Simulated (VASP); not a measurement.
The system is InSi2B3.

```
In Si B
1.0
     3.74402    0.00000    0.00000
    -1.87201    3.24241    0.00000
     0.00000    0.00000    7.55695
In Si B
1 2 3
Direct
  0.00000 0.00000 0.00000
  0.66667 0.33333 0.24941
  0.66667 0.33333 0.75059
  0.00000 0.00000 0.50000
  0.33333 0.66667 0.00000
  0.33333 0.66667 0.50000
```

The cell was built from a structure type or drawn by symmetry, and may not be a known phase.

- Program: VASP 6.6.1
- Task: relaxation of cell and atoms
- Functional: PBE
- Potentials or basis: VASP PAW PBE potentials, release 64 (In_d, Si, B)
- Cutoff: 600 eV
- k mesh: 6 × 6 × 2
- Occupations: gaussian, width 0.1 eV
- Spin: no spin polarisation

At the start: pressure -7.2 GPa; volume 15.29 Å³/atom.

**Question.** How do energy, volume and symmetry change on relaxing?

**Answer.** Over 8 steps the energy falls by 164.5 meV/atom and the volume is 14.15 Å³/atom (-7.4 %); space group P-6m2 (No. 187, to 0.1 Å) before and after.

Step by step:
| step | energy change (eV) | largest force (eV/Å) | pressure (GPa) | volume (Å³) |
| --- | --- | --- | --- | --- |
| 1 | 0.0000 | 1.6467 | -7.17 | 91.74 |
| 2 | -0.4938 | 1.3925 | 1.00 | 82.91 |
| 3 | -0.5102 | 1.3223 | 3.50 | 81.12 |
| 4 | -0.7053 | 0.7658 | 1.34 | 81.98 |
| 5 | -0.8637 | 0.6162 | -0.13 | 83.11 |
| 6 | -0.9760 | 0.2922 | 0.42 | 85.39 |
| 7 | -0.9830 | 0.1450 | -0.41 | 84.68 |
| 8 | -0.9871 | 0.0351 | -0.12 | 84.91 |

Final structure:
```yaml
crystal:
  lattice:
    - [3.59484, 0.00000, 0.00000]
    - [-1.79742, 3.11322, 0.00000]
    - [0.00000, 0.00000, 7.58671]
  atoms:
    - { symbol: In, position: [0.00000, 0.00000, 0.00000] }
    - { symbol: Si, position: [0.66667, 0.33333, 0.31663] }
    - { symbol: Si, position: [0.66667, 0.33333, 0.68337] }
    - { symbol: B, position: [0.00000, 0.00000, 0.50000] }
    - { symbol: B, position: [0.33333, 0.66667, 0.00000] }
    - { symbol: B, position: [0.33333, 0.66667, 0.50000] }
```

Caveat: the k points lie up to 0.41 Å⁻¹ apart in the final cell, too coarse for converged energies and pressures of a metal.
